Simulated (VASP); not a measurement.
A run of VASP 6.6.1 is set up as follows.

The input INCAR:

```
SYSTEM = S
ALGO = Normal ; EDIFF = 1E-7
EDIFFG = -0.005 ; ENCUT = 500
GGA = PS ; GGA_COMPAT = .False.
IBRION = 2 ; ISIF = 3
ISMEAR = -1 ; LASPH = .True.
LCHARG = .False. ; LREAL = .False.
LWAVE = .False. ; NELM = 120
NELMIN = 4 ; NSW = 32
PREC = Accurate ; PSTRESS = 2500.0
SIGMA = 0.08
```

File KPOINTS:

```
k-points
0
Gamma
  18 18 18
  0 0 0
```

The input POSCAR:

```
S
1.0
    1.9476039621      0.0000000000      0.0000000000
    0.0000000000      1.9476039621      0.0000000000
    0.0000000000      0.0000000000      1.9476039621
S
1
Direct
    0.0000000000      0.0000000000      0.0000000000
```

Potentials or basis: VASP PAW PBE potentials, release 64 (S).

Command:

```sh
$ cat potpaw_PBE.64/S/POTCAR > POTCAR
$ mpirun -np 1 vasp_std > vasp.out
```

Q: What does it give for the band gap on the k mesh?

A: Zero (bands 3 and 4 overlap by 13.51 eV).

Q: Estimate the space group after relaxing (to 0.1 Å).

A: Pm-3m (No. 221).

Q: What does it give for the relaxed volume?

A: 7.37 Å³/atom.

Q: What does it give for the relaxed cell?

A: a = 1.946 Å, b = 1.946 Å, c = 1.946 Å, α = 90.00°, β = 90.00°, γ = 90.00°.

Final structure:
```xyz
1
Lattice="1.9459 0.0000 0.0000 0.0000 1.9459 0.0000 0.0000 0.0000 1.9459" Properties=species:S:1:pos:R:3 pbc="T T T"
S     0.0000    0.0000    0.0000
```

Caveat: the cell is relaxed towards a set pressure, so the run minimises the enthalpy, not the energy; the PAW data sets were made with another functional, which shifts forces and pressure a little.
